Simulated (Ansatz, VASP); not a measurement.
## Two plane-wave programs on SiO2

```
Si O
1.0
     0.00000    4.69873    7.34186
     2.34720    0.00000    7.34186
     2.34720    4.69873    0.00000
Si O
4 8
Direct
  0.56308 0.56308 0.93692
  0.31308 0.31308 0.68692
  0.68692 0.68692 0.31308
  0.93692 0.93692 0.56308
  0.62500 0.12500 0.62500
  0.62500 0.62500 0.12500
  0.62500 0.62500 0.62500
  0.12500 0.62500 0.62500
  0.18564 0.81436 0.18564
  0.81436 0.18564 0.81436
  0.43564 0.06436 0.43564
  0.06436 0.43564 0.06436
```

Alike in both runs: functional LDA; k mesh 6 × 6 × 6; occupations gaussian, width 0.02 eV; no spin polarisation.

Ansatz relaxed the structure, and its values are those at the end. VASP's run is a single point on that final structure, the one shown.

|  | VASP | Ansatz |
| --- | --- | --- |
| version | VASP 6.6.1 | Ansatz 0.2.0 |
| potentials or method | VASP PAW LDA potentials, release 64 (Si, O), cutoff 520 eV | scalar-relativistic, plane waves, PAW |
| valence electrons in the cell | 64 | 64 |

VASP gave:

| Property | Result |
| --- | --- |
| gap on the k mesh at the Fermi level (eV) | 5.60 |
| least direct gap on the mesh (eV) | 5.60 |
| pressure (GPa) | 0.6 |
| rms of the force components (eV/Å) | 0.017 |

Task: What did Ansatz give for the same quantities?

Result: gap on the k mesh at the Fermi level (eV): 5.60; least direct gap on the mesh (eV): 5.60; pressure (GPa): 0.0; rms of the force components (eV/Å): 0.000.

LDA's correlation is that of Perdew and Zunger in VASP and of Perdew and Wang (1992) in Ansatz.
